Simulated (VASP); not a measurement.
MgCd3Se4, 8 atoms in the cell. It takes space group P-4m2 (No. 115, tetragonal). Conventional cell: a = 4.362 Å, b = 4.362 Å, c = 12.219 Å, α = 90.00°, β = 90.00°, γ = 90.00°. Within 3.4 Å of Mg (site symmetry -4m2) lie 4 Se at 2.61 Å. Within 3.5 Å of Cd (site symmetry 2mm) lie 4 Se at 2.68 to 2.69 Å. Within 3.5 Å of Cd (site symmetry -4m2) lie 4 Se at 2.68 Å. Se (site symmetry 2mm) has 4 Cd at 2.68 Å within 3.5 Å. Se (site symmetry 2mm) has 2 Mg at 2.61 Å and 2 Cd at 2.69 Å within 3.4 Å. 

- Program: VASP 6.6.1
- Task: relaxation of cell and atoms
- Functional: PBE
- Potentials or basis: VASP PAW PBE potentials, release 64 (Mg, Cd, Se)
- Cutoff: 600 eV
- k mesh: 6 × 6 × 4
- Occupations: gaussian, width 0.02 eV
- Spin: no spin polarisation
- Dipole correction: no
- Further INCAR settings: ALGO = Normal; EDIFF = 1e-07; IBRION = 2; EDIFFG = -0.01; NSW = 100; ISIF = 3

Potentials or basis: VASP PAW PBE potentials, release 64 (Mg, Cd, Se).

The run is started by

```sh
$ cat potpaw_PBE.64/Mg/POTCAR potpaw_PBE.64/Cd/POTCAR potpaw_PBE.64/Se/POTCAR > POTCAR
$ mpirun -np 1 vasp_std > vasp.out
```

Hardware: 1 thread of Oxide Virtual Turin-like Processor, on a shared host.

**Question.** Estimate the wall time of this run.

**Answer.** Run time: 18 min on 1 thread of Oxide Virtual Turin-like Processor (shared host), peak memory 0.53 GiB. Counts: scf iterations 56, k points 30, ion steps 7.
